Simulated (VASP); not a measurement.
Here is a VASP 6.6.1 calculation.

The input POSCAR:

```
GaP
1.0
    0.0000000000      2.7960671692      2.7960671692
    2.7960671692      0.0000000000      2.7960671692
    2.7960671692      2.7960671692      0.0000000000
Ga P
1 1
Direct
    0.0000000000      0.0000000000      0.0000000000
    0.2500000000      0.2500000000      0.2500000000
```

Contents of INCAR.step1:

```
PREC = Accurate ; ENCUT = 520
ISMEAR = 0 ; SIGMA = 0.01
LREAL = False ; LASPH = True
NELM = 80 ; NBANDS = 16
GGA = PE ; ALGO = Normal
EDIFF = 1E-4 ; LWAVE = True
LCHARG = False
```

File INCAR.step2:

```
PREC = Accurate ; ENCUT = 520
EDIFF = 1E-6 ; ISMEAR = 0
SIGMA = 0.01 ; LREAL = False
LASPH = True ; NELM = 80
ALGO = Normal ; ISIF = 2
LWAVE = False ; LCHARG = True
METAGGA = R2SCAN ; LMIXTAU = True
LELF = True ; LVHAR = True
NBANDS = 16 ; ISTART = 1
```

KPOINTS

```
regular mesh
0
Gamma
  6 6 6
```

Potentials or basis: VASP PAW PBE potentials, release 64 (Ga_d, P).

Launch:

```sh
$ cat potpaw_PBE.64/Ga_d/POTCAR potpaw_PBE.64/P/POTCAR > POTCAR
$ cp INCAR.step1 INCAR
$ mpirun -np 1 vasp_std > vasp.out
$ cp INCAR.step2 INCAR
$ mpirun -np 1 vasp_std > vasp.out
```

Problem. What does it give for the pressure?

Solution. -5.7 GPa.

Problem. What does it give for the band gap on the k mesh?

Solution. 1.68 eV, direct.

Caveat: the PAW data sets were made with another functional, which shifts forces and pressure a little. r2SCAN opens gaps a little over a GGA but as a rule still falls short of measured ones.
